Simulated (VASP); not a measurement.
# HgTe (Cmcm) in VASP: notebook

Runs on HgTe. Level: r2SCAN+D4. Tasks: single point.

Everything below comes from runs of VASP 6.6.1. Logs are shortened: lines on timing, memory, paths and dates and some standing lists are left out, and cuts for length are marked.

## Step 1: The cell of the first run

It takes space group Cmcm (No. 63, orthorhombic). Conventional cell: a = 5.805 Å, b = 6.726 Å, c = 5.798 Å, α = 90.00°, β = 90.00°, γ = 90.00°. Within 3.9 Å of Hg (site symmetry m2m) lie 6 Te at 2.93 to 3.75 Å and 2 Hg at 3.59 Å. Within 3.9 Å of Te (site symmetry m2m) lie 6 Hg at 2.93 to 3.75 Å.

## Step 2: Single point, r2SCAN+D4

The input, POSCAR:

```
HgTe
1.0
    2.9027424600     -3.3629211300      0.0000000000
    2.9027424600      3.3629211300      0.0000000000
    0.0000000000      0.0000000000      5.7981570000
Hg Te
2 2
Direct
    0.3430500000      0.6569500000      0.7500000000
    0.6569500000      0.3430500000      0.2500000000
    0.7848090000      0.2151910000      0.7500000000
    0.2151910000      0.7848090000      0.2500000000
```

The input, INCAR.step1:

```
SYSTEM = HgTe
PREC = Accurate
ENCUT = 520
ISMEAR = -1
SIGMA = 0.02
LREAL = .FALSE.
LASPH = .TRUE.
NELM = 60
NBANDS = 26
GGA = PE
ALGO = Normal
EDIFF = 1E-4
LWAVE = .TRUE.
LCHARG = .FALSE.
```

The input, INCAR.step2:

```
SYSTEM = HgTe
PREC = Accurate
ENCUT = 520
EDIFF = 1E-6
ISMEAR = -1
SIGMA = 0.02
LREAL = .FALSE.
LASPH = .TRUE.
NELM = 60
ALGO = Normal
ISIF = 2
LWAVE = .FALSE.
LCHARG = .TRUE.
METAGGA = R2SCAN
LMIXTAU = .TRUE.
IVDW = 13
VDW_S6 = 1.0
VDW_S8 = 0.6018749
VDW_A1 = 0.51559235
VDW_A2 = 5.77342911
LELF = .TRUE.
LVHAR = .TRUE.
NBANDS = 26
ISTART = 1
```

The input, KPOINTS:

```
regular mesh
0
G
  4 4 4
  0 0 0
```

Potentials or basis: VASP PAW PBE potentials, release 64 (Hg, Te).

Started as:

```console
$ cat potpaw_PBE.64/Hg/POTCAR potpaw_PBE.64/Te/POTCAR > POTCAR
$ cp INCAR.step1 INCAR
$ mpirun -np 1 vasp_std > vasp.out
$ cp INCAR.step2 INCAR
$ mpirun -np 1 vasp_std > vasp.out
```

OUTCAR:

```text
SYSTEM = HgTe
   PREC = Accurate
   ENCUT = 520
   EDIFF = 1E-6
   ISMEAR = -1
   LREAL = .FALSE.
   LASPH = .TRUE.
   NELM = 60
   ISIF = 2
   METAGGA = R2SCAN
   IVDW = 13
   ISTART = 1

 ion  position               nearest neighbor table
   1  0.343  0.657  0.750-   3 2.93   3 2.93   3 2.97   4 3.02   4 3.02   2 3.59   2 3.59   3 3.75

   2  0.657  0.343  0.250-   4 2.93   4 2.93   4 2.97   3 3.02   3 3.02   1 3.59   1 3.59   4 3.75

   3  0.785  0.215  0.750-   1 2.93   1 2.93   1 2.97   2 3.02   2 3.02   1 3.75
   4  0.215  0.785  0.250-   2 2.93   2 2.93   2 2.97   1 3.02   1 3.02   2 3.75

  LATTYP: Found a base centered orthorhombic cell.
 ALAT       =     5.8054849200
 B/A-ratio  =     1.1585323798
 C/A-ratio  =     0.9987377592

  Lattice vectors:

 A1 = (   2.9027424600,  -3.3629211300,   0.0000000000)
 A2 = (   2.9027424600,   3.3629211300,   0.0000000000)
 A3 = (   0.0000000000,   0.0000000000,   5.7981570000)

Analysis of symmetry for initial positions (statically):
=====================================================================
 Subroutine PRICEL returns:
 Original cell was already a primitive cell.

 Routine SETGRP: Setting up the symmetry group for a
 base centered orthorhombic supercell.

 Subroutine GETGRP returns: Found  8 space group operations
 (whereof  4 operations were pure point group operations)
 out of a pool of  8 trial point group operations.

The static configuration has the point symmetry C_2h.
 The point group associated with its full space group is D_2h.

Analysis of symmetry for dynamics (positions and initial velocities):
=====================================================================
 Subroutine PRICEL returns:
 Original cell was already a primitive cell.

 Routine SETGRP: Setting up the symmetry group for a
 base centered orthorhombic supercell.

 Subroutine GETGRP returns: Found  8 space group operations
 (whereof  4 operations were pure point group operations)
 out of a pool of  8 trial point group operations.

The dynamic configuration has the point symmetry C_2h.
 The point group associated with its full space group is D_2h.

 Subroutine INISYM returns: Found  8 space group operations
 (whereof  4 operations are pure point group operations),
 and found     1 'primitive' translations

----------------------------------------------------------------------------------------

                                     Primitive cell

  volume of cell :     113.1997

  direct lattice vectors                    reciprocal lattice vectors
     2.902742460 -3.362921130  0.000000000     0.172250900 -0.148680264  0.000000000
     2.902742460  3.362921130  0.000000000     0.172250900  0.148680264  0.000000000
     0.000000000  0.000000000  5.798157000     0.000000000  0.000000000  0.172468596

  length of vectors
     4.442426400  4.442426400  5.798157000     0.227543827  0.227543827  0.172468596

  position of ions in fractional coordinates (direct lattice)
     0.343050000  0.656950000  0.750000000
     0.656950000  0.343050000  0.250000000
     0.784809000  0.215191000  0.750000000
     0.215191000  0.784809000  0.250000000

  ion indices of the primitive-cell ions
   primitive index   ion index
                 1           1
                 2           2
                 3           3
                 4           4

----------------------------------------------------------------------------------------

 KPOINTS: regular mesh

Automatic generation of k-mesh.
 Grid dimensions read from file:
 generate k-points for:    4    4    4

 Generating k-lattice:

  Cartesian coordinates                     Fractional coordinates (reciprocal lattice)
     0.043062725 -0.037170066  0.000000000     0.250000000  0.000000000  0.000000000
     0.043062725  0.037170066  0.000000000     0.000000000  0.250000000  0.000000000
     0.000000000  0.000000000  0.043117149     0.000000000  0.000000000  0.250000000

  Length of vectors
     0.056885957  0.056885957  0.043117149

  Shift w.r.t. Gamma in fractional coordinates (k-lattice)
     0.000000000  0.000000000  0.000000000

 Subroutine IBZKPT returns following result:
 ===========================================

 Found     21 irreducible k-points:

 Following reciprocal coordinates:
            Coordinates               Weight
  0.000000  0.000000  0.000000      1.000000
  0.250000  0.000000  0.000000      4.000000
  0.500000  0.000000  0.000000      2.000000
  0.250000  0.250000  0.000000      2.000000
  0.500000  0.250000  0.000000      4.000000
 -0.250000  0.250000  0.000000      2.000000
[... 13 lines left out ...]
 -0.250000  0.250000  0.500000      2.000000
  0.500000  0.500000  0.500000      1.000000
   k-points           NKPTS =     21   k-points in BZ     NKDIM =     21   number of bands    NBANDS=     26
   number of dos      NEDOS =    301   number of ions     NIONS =      4
   total plane-waves  NPLWV =  62208
   dimension x,y,z NGX =    36 NGY =   36 NGZ =   48
   dimension x,y,z NGXF=    72 NGYF=   72 NGZF=   96
   ions per type =               2   2
   NGX,Y,Z   is equivalent  to a cutoff of  13.47, 13.47, 13.76 a.u.
   NGXF,Y,Z  is equivalent  to a cutoff of  26.94, 26.94, 27.53 a.u.
 SYSTEM =  HgTe
   PREC   = accura    normal or accurate (medium, high low for compatibility)
   ISTART =      1    job   : 0-new  1-cont  2-samecut
   ICHARG =      0    charge: 1-file 2-atom 10-const
   ISPIN  =      1    spin polarized calculation?
   LNONCOLLINEAR =      F non collinear calculations
   LSORBIT =      F    spin-orbit coupling
   LASPH  =      T    aspherical Exc in radial PAW
   ENCUT  =  520.0 eV  38.22 Ry    6.18 a.u.   8.26  8.26 10.78*2*pi/ulx,y,z
   NELM   =     60;   NELMIN=  2; NELMDL=  0     # of ELM steps
   EDIFF  = 0.1E-05   stopping-criterion for ELM
   LREAL  =      F    real-space projection
[... 7 lines left out ...]
   TEBEG  =    0.0;   TEEND  =   0.0 temperature during run
   PSTRESS=    0.0 pullay stress
   NELECT =      36.0000    total number of electrons
   NUPDOWN=      -1.0000    fix difference up-down
   EMIN   =  10.00;   EMAX   =-10.00  energy-range for DOS
   EFERMI =   0.00;   METHOD = LEGACY
   ISMEAR =    -1;   SIGMA  =   0.02  broadening in eV -4-tet -1-fermi 0-gaus
   EFERMI_NEDOS =   21; number of points for ismear=-14 and -15
   IALGO  =     38    algorithm
   IMIX   =      4    mixing-type and parameters
     AMIX     =   0.40;   BMIX     =  1.00
     AMIX_MAG =   1.60;   BMIX_MAG =  1.00
  volume/ion in A,a.u.               =      28.30       190.98
  Fermi-wavevector in a.u.,A,eV,Ry     =   1.117448  2.111670 16.989456  1.248690
  Thomas-Fermi vector in A             =   2.254071
   LORBIT       =      0    0 simple, 1 ext, 2 COOP (PROOUT), +10 PAW based schemes
   METAGGA = R2SCAN    functional components
   LHFCALC =     F    Hartree Fock is set to
   AEXX    =    0.0000 exact exchange contribution
   IVDW    =    13    specifies the selected vdW correction
   LEPSILON=     F    determine dielectric tensor
   LRPA    =     F    only Hartree local field effects (RPA)
 non-spin polarized calculation
  energy-cutoff  :      520.00
  volume of cell :      113.20
 maximum number of plane-waves:      3095
 NGX is ok and might be reduce to    36
   NGX = 17   NGY = 17   NGZ = 21

 number of electron      36.0000003 magnetization

 Free energy of the ion-electron system (eV)
  ---------------------------------------------------
  ext. energy  EPLUGINS =         0.00000000
  ---------------------------------------------------
  free energy    TOTEN  =      -149.60848536 eV

  energy without entropy =     -149.60775008  energy(sigma->0) =     -149.60811772

 E-fermi :   4.3522     XC(G=0): -10.4092

 val. band max:        4.2681286500   @ k =   0.2500   0.0000   0.2500
 cond. band min:       4.4219114438   @ k =   0.5000   0.2500   0.0000
 fundamental gap:      0.1537827938
 Fermi energy:         4.3522242975

 k-point     1 :       0.0000    0.0000    0.0000
  band No.  band energies     occupation
      1      -8.2854      2.00000
      2      -7.0449      2.00000
      3      -3.0420      2.00000
      4      -2.9329      2.00000
      5      -2.8819      2.00000
      6      -2.8785      2.00000
[... 18 lines left out ...]
     25      11.7882      0.00000
     26      11.9857      0.00000

 k-point     2 :       0.2500    0.0000    0.0000
  band No.  band energies     occupation
      1      -7.9440      2.00000
      2      -6.9723      2.00000
      3      -3.2018      2.00000
      4      -3.0967      2.00000
      5      -2.9165      2.00000
      6      -2.8356      2.00000
[... 18 lines left out ...]
     25      11.8138      0.00000
     26      11.8152      0.00000

 k-point     3 :       0.5000    0.0000    0.0000
  band No.  band energies     occupation
      1      -7.2713      2.00000
      2      -7.1862      2.00000
      3      -3.3356      2.00000
      4      -3.2142      2.00000
      5      -3.0344      2.00000
      6      -2.9875      2.00000
[... 18 lines left out ...]
     25      10.4434      0.00000
     26      11.3711      0.00000

 k-point     4 :       0.2500    0.2500    0.0000
  band No.  band energies     occupation
      1      -7.5478      2.00000
      2      -6.9753      2.00000
      3      -3.3064      2.00000
      4      -3.2194      2.00000
      5      -2.9898      2.00000
      6      -2.7889      2.00000
[... 18 lines left out ...]
     25      11.2248      0.00000
     26      12.4595      0.00000
[... 409 lines left out ...]
      1      -7.0685      2.00000
      2      -7.0685      2.00000
      3      -3.1742      2.00000
      4      -3.1742      2.00000
      5      -2.9898      2.00000
      6      -2.9898      2.00000
[... 18 lines left out ...]
     25      12.2145      0.00000
     26      12.2145      0.00000

 k-point    20 :      -0.2500    0.2500    0.5000
  band No.  band energies     occupation
      1      -7.3160      2.00000
      2      -7.3160      2.00000
      3      -3.1398      2.00000
      4      -3.1398      2.00000
      5      -2.8933      2.00000
      6      -2.8933      2.00000
[... 18 lines left out ...]
     25      11.2276      0.00000
     26      11.2276      0.00000

 k-point    21 :       0.5000    0.5000    0.5000
  band No.  band energies     occupation
      1      -7.1051      2.00000
      2      -7.1051      2.00000
      3      -3.1435      2.00000
      4      -3.1435      2.00000
      5      -2.7976      2.00000
      6      -2.7976      2.00000
[... 18 lines left out ...]
     25      12.1780      0.00000
     26      12.1780      0.00000

------------------------ aborting loop because EDIFF is reached ----------------------------------------

  DFT-D4 for vdW energy calculation

  Edisp (eV):   -0.63086

  FORCE on cell =-STRESS in cart. coord.  units (eV):
  Direction    XX          YY          ZZ          XY          YZ          ZX
  --------------------------------------------------------------------------------------
  -------------------------------------------------------------------------------------
  Total       1.52388     1.14234    -0.09623     0.00000     0.00000     0.00000
  in kB      21.56837    16.16820    -1.36205     0.00000     0.00000     0.00000
  external pressure =       12.12 kB  Pullay stress =        0.00 kB

 VOLUME and BASIS-vectors are now :
 -----------------------------------------------------------------------------
  energy-cutoff  :      520.00
  volume of cell :      113.20
      direct lattice vectors                 reciprocal lattice vectors
     2.902742460 -3.362921130  0.000000000     0.172250900 -0.148680264  0.000000000
     2.902742460  3.362921130  0.000000000     0.172250900  0.148680264  0.000000000
     0.000000000  0.000000000  5.798157000     0.000000000  0.000000000  0.172468596

 POSITION                                       TOTAL-FORCE (eV/Angst)
 -----------------------------------------------------------------------------------
      2.90274      1.05562      4.34862         0.000000      0.042081      0.000000
      2.90274     -1.05562      1.44954         0.000000     -0.042081     -0.000000
      2.90274     -1.91558      4.34862         0.000000     -0.014062     -0.000000
      2.90274      1.91558      1.44954         0.000000      0.014062      0.000000
 -----------------------------------------------------------------------------------
    total drift:                               -0.000000      0.000000     -0.000000

  FREE ENERGIE OF THE ION-ELECTRON SYSTEM (eV)
  ---------------------------------------------------
  free  energy   TOTEN  =      -150.2393430497 eV

  energy  without entropy=     -150.2386077655  energy(sigma->0) =     -150.23897541
```

Run time: 86 s. Hardware: 1 thread of Intel Xeon 6975P-C (Granite Rapids), shared host; peak memory 0.27 GiB.

Results:

| Property | Result |
| --- | --- |
| Free energy | -150.2393 eV |
| Pressure | 1.2 GPa |
| Largest force | 0.042 eV/Å |
| Band gap on the k mesh | zero (band 18 reaches 4.73 eV, above the bottom of band 19 at 2.42 eV) |
| Dispersion energy per atom | -0.158 eV |

Forces on the atoms (eV/Å):
```
Hg   0.000  0.042  0.000
Hg   0.000 -0.042  0.000
Te   0.000 -0.014  0.000
Te   0.000  0.014  0.000
```

Caveat: the PAW data sets were made with another functional, which shifts forces and pressure a little; spin-orbit coupling is left out, which moves the levels of the heavy elements; pairwise dispersion overbinds metals, which lowers pressure and volume.

[end of part 1 of 2]
